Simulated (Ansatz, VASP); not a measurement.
**BaTe in VASP and in Ansatz**

The input INCAR:

```
PREC = Accurate
ENCUT = 520
EDIFF = 1E-6
ISMEAR = 0
SIGMA = 0.01
LREAL = False
LASPH = True
NELM = 100
ALGO = Normal
ISIF = 2
LWAVE = False
LCHARG = True
GGA = PE
LELF = True
LVHAR = True
NBANDS = 15
```

File KPOINTS:

```
regular mesh
0
Gamma
  6 6 6
```

POSCAR

```
BaTe
1.0
    4.2448181587      0.0000000000      0.0000000000
    0.0000000000      4.2448181587      0.0000000000
    0.0000000000      0.0000000000      4.2448181587
Ba Te
1 1
Direct
    0.0000000000      0.0000000000      0.0000000000
    0.5000000000      0.5000000000      0.5000000000
```

Input for Ansatz:

```yaml
crystal:
  lattice:
    - [4.2448181587, 0.0, 0.0]
    - [0.0, 4.2448181587, 0.0]
    - [0.0, 0.0, 4.2448181587]
  atoms:
    - { symbol: Ba, position: [0.0, 0.0, 0.0] }
    - { symbol: Te, position: [0.5, 0.5, 0.5] }
kpoints:
  mp_grid: { grid: [6, 6, 6] }
  band_path:
    path:
      - [0.0, 0.0, 0.0]
      - [0.0, 0.5, 0.0]
      - [0.5, 0.5, 0.0]
      - [0.5, 0.5, 0.5]
      - [0.0, 0.5, 0.5]
    npoints: 1
hamiltonian:
  xc: pbe
scf:
  occupations: { method: fixed }
  n_extra_bands: 4
output:
  forces: true
  stress: true
  eigenvalues: true
```

Alike in both runs: task single point; functional PBE; k mesh 6 × 6 × 6; no spin polarisation.

```csv
,VASP,Ansatz
version,VASP 6.6.1,Ansatz 0.2.0
potentials or method,"VASP PAW PBE potentials, release 64 (Ba_sv, Te)","plane waves, PAW"
plane-wave cutoff (eV),520,420
occupations,"gaussian, width 0.01 eV",fixed
valence electrons in the cell,16,26
```

|  | VASP | Ansatz | Ansatz less VASP |
| --- | --- | --- | --- |
| gap on the k mesh at the Fermi level (eV) | 0.75 | 0.86 | +0.102 |
| pressure (GPa) | 0.5 | 0.0 | -0.46 |

VASP's potentials hold 16 valence electrons a cell and Ansatz's 26, so a difference there can come from the potentials and not from the codes.

Neither program's run includes spin-orbit coupling.
